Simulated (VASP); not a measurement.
**B3AsN2: single point with PBE**

B3AsN2:

```
N As B
1.0
     2.84300    0.00000    0.00000
    -1.42150    2.46211    0.00000
     0.00000    0.00000    7.10432
N As B
2 1 3
Direct
  0.00000 0.00000 0.01683
  0.33333 0.66667 0.30561
  0.66667 0.33333 0.66599
  0.33333 0.66667 0.08758
  0.66667 0.33333 0.37475
  0.00000 0.00000 0.79925
```

```
Program                : VASP 6.6.1
Task                   : single point
Functional             : PBE
Potentials or basis    : VASP PAW PBE potentials, release 64 (N, As, B)
Cutoff                 : 520 eV
k mesh                 : 12 × 12 × 4
Occupations            : fermi-dirac, width 0.02 eV
Spin                   : no spin polarisation
Dipole correction      : no
Further INCAR settings : ALGO = Normal; EDIFF = 1e-06; NBANDS = 21
```

| Property | Result |
| --- | --- |
| Pressure | 3.9 GPa |
| Largest force | 0.572 eV/Å |
| Band gap on the k mesh | zero (bands 12 and 13 overlap by 1.13 eV) |

Forces on the atoms (eV/Å):
```
N    0.000  0.000  0.050
N    0.000  0.000  0.168
As   0.000  0.000 -0.475
B    0.000  0.000 -0.114
B    0.000  0.000 -0.200
B    0.000  0.000  0.572
```

Stress tensor (GPa, compression positive):
```
3.19 0.00 0.00
0.00 3.19 0.00
0.00 0.00 5.45
```

Levels at points of the mesh, in eV from the Fermi level:
| k point | band 10 | band 11 | band 12 | band 13 | band 14 | band 15 |
| --- | --- | --- | --- | --- | --- | --- |
| (0.00, 0.00, 0.00) | -3.93 | 0.60 | 0.60 | 1.24 | 1.93 | 2.94 |
| (0.50, 0.00, 0.00) | -6.41 | -5.84 | -2.88 | -0.53 | 1.82 | 2.78 |
| (0.00, 0.00, 0.50) | -4.86 | 0.43 | 0.43 | 1.61 | 1.88 | 3.16 |
| (0.50, 0.00, 0.50) | -6.55 | -4.93 | -2.68 | 0.64 | 1.33 | 2.23 |

Wall time 64 s on 1 thread of Intel(R) Xeon(R) Platinum 8488C (Sapphire Rapids), on a shared host, peak memory 0.22 GiB.

Caveat: the cell stands under pressure.
